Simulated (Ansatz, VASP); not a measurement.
# One calculation of WCl4F2, two programs

```
W Cl F
1.0
    -3.61983    4.88792    3.19254
     3.61983   -4.88792    3.19254
     3.61983    4.88792   -3.19254
W Cl F
1 4 2
Direct
  0.99155 0.99155 0.00000
  0.74682 0.97600 0.22919
  0.74682 0.51763 0.77081
  0.23541 0.00069 0.23472
  0.76597 0.00069 0.76528
  0.20572 0.38361 0.17789
  0.20572 0.02783 0.82211
```

Alike in both runs: functional PBE; k mesh 3 × 3 × 3; occupations gaussian, width 0.15 eV; no spin polarisation.

Ansatz relaxed the structure, and its values are those at the end. VASP's run is a single point on that final structure, the one shown.

|  | VASP | Ansatz |
| --- | --- | --- |
| version | VASP 6.6.1 | Ansatz 0.2.0 |
| potentials or method | VASP PAW PBE potentials, release 64 (W_sv, Cl, F), cutoff 520 eV | scalar-relativistic, plane waves, PAW |
| valence electrons in the cell | 56 | 56 |

```tsv
	VASP	Ansatz	Ansatz less VASP
gap on the k mesh at the Fermi level (eV)	2.02	2.01	-0.005
least direct gap on the mesh (eV)	2.02	2.01	-0.005
pressure (GPa)	0.6	0.4	-0.22
rms of the force components (eV/Å)	0.163	0.009	-0.1538
```

One of these differences is far larger than is usual between the two programs; its cause wasn't traced.

The k mesh is coarse, so the values compare programs but aren't converged. Spin-orbit coupling is off throughout.
